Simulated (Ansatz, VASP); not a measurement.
**One calculation of LiH, two programs**

File POSCAR:

```
LiH
1.0
    0.0000000000      1.9918500000      2.0325000000
    2.0325000000      0.0000000000      2.0325000000
    2.0325000000      1.9918500000      0.0000000000
Li H
1 1
Direct
    0.0000000000      0.0000000000      0.0000000000
    0.5000000000      0.5000000000      0.5000000000
```

Contents of INCAR.step1:

```
SYSTEM = LiH
PREC = Accurate ; ENCUT = 520
ISMEAR = 0 ; SIGMA = 0.05
LREAL = .False. ; LASPH = .True.
NELM = 60 ; NBANDS = 9
GGA = PE ; ALGO = Normal
EDIFF = 1E-4 ; LWAVE = .True.
LCHARG = .False.
```

INCAR.step2

```
SYSTEM = LiH
PREC = Accurate ; ENCUT = 520
EDIFF = 1E-6 ; ISMEAR = 0
SIGMA = 0.05 ; LREAL = .False.
LASPH = .True. ; NELM = 60
ALGO = Normal ; ISIF = 2
LWAVE = .False. ; LCHARG = .False.
METAGGA = R2SCAN ; LMIXTAU = .True.
NBANDS = 9 ; ISTART = 1
```

KPOINTS

```
regular mesh
0
Gamma
  10 10 10
  0 0 0
```

Input for Ansatz:

```yaml
crystal:
  lattice:
    - [0.0, 1.99185, 2.0325]
    - [2.0325, 0.0, 2.0325]
    - [2.0325, 1.99185, 0.0]
  atoms:
    - { symbol: Li, position: [0.0, 0.0, 0.0] }
    - { symbol: H, position: [0.5, 0.5, 0.5] }
basis:
  ecutwfc: 500
kpoints:
  mp_grid: { grid: [10, 10, 10] }
hamiltonian:
  xc: r2scan
scf:
  occupations: { method: gaussian, width: 0.05 }
output:
  forces: true
  stress: true
  eigenvalues: true
```

Change from the starting cell: strain -0.0200 x Voigt [0, 1, 0, 0, 0, 0], atoms carried along.

Alike in both runs: task single point; functional r2SCAN; k mesh 10 × 10 × 10; occupations gaussian, width 0.05 eV; no spin polarisation.

|  | VASP | Ansatz |
| --- | --- | --- |
| version | VASP 6.6.1 | Ansatz 0.2.0 |
| potentials or method | VASP PAW PBE potentials, release 64 (Li_sv, H), cutoff 520 eV | scalar-relativistic, plane waves, PAW |
| valence electrons in the cell | 4 | 4 |

```tsv
	VASP	Ansatz	Ansatz less VASP
gap on the k mesh at the Fermi level (eV)	3.40	3.45	+0.047
least direct gap on the mesh (eV)	3.55	3.61	+0.053
```

VASP's potentials were made for PBE, not for r2SCAN.

Noted on VASP's run: the cutoff is under 1.25 times that of the potentials, so the pressure is a little rough.
